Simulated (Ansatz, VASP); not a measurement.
**MgTe5 in VASP and in Ansatz**

```xyz
6
Lattice="0.0000 4.5031 4.5031 4.5031 0.0000 4.5031 4.5031 4.5031 0.0000" Properties=species:S:1:pos:R:3 pbc="T T T"
Mg    4.5031    4.5031    4.5031
Te    3.3777    1.1254    3.3777
Te    1.1254    1.1254    1.1254
Te    1.1254    3.3777    3.3777
Te    3.3777    3.3777    1.1254
Te    6.7546    6.7546    6.7546
```

Alike in both runs: functional PBE; k mesh 8 × 8 × 8; occupations gaussian, width 0.1 eV; no spin polarisation.

Ansatz relaxed the structure, and its values are those at the end. VASP's run is a single point on that final structure, the one shown.

```csv
,VASP,Ansatz
version,VASP 6.6.1,Ansatz 0.2.0
potentials or method,"VASP PAW PBE potentials, release 64 (Mg, Te), cutoff 520 eV","scalar-relativistic, plane waves, PAW"
valence electrons in the cell,32,90
```

|  | VASP | Ansatz | Ansatz less VASP |
| --- | --- | --- | --- |
| gap on the k mesh at the Fermi level (eV) | none | none | - |
| pressure (GPa) | -0.1 | 0.0 | +0.07 |

A gap of «none» marks a metal or a gap that the smearing closes. With one functional, cell and mesh, what is left measures potentials, basis and numerics. VASP's potentials hold 32 valence electrons a cell and Ansatz's 90, so a difference there can come from the potentials and not from the codes.

Neither program's run includes spin-orbit coupling.
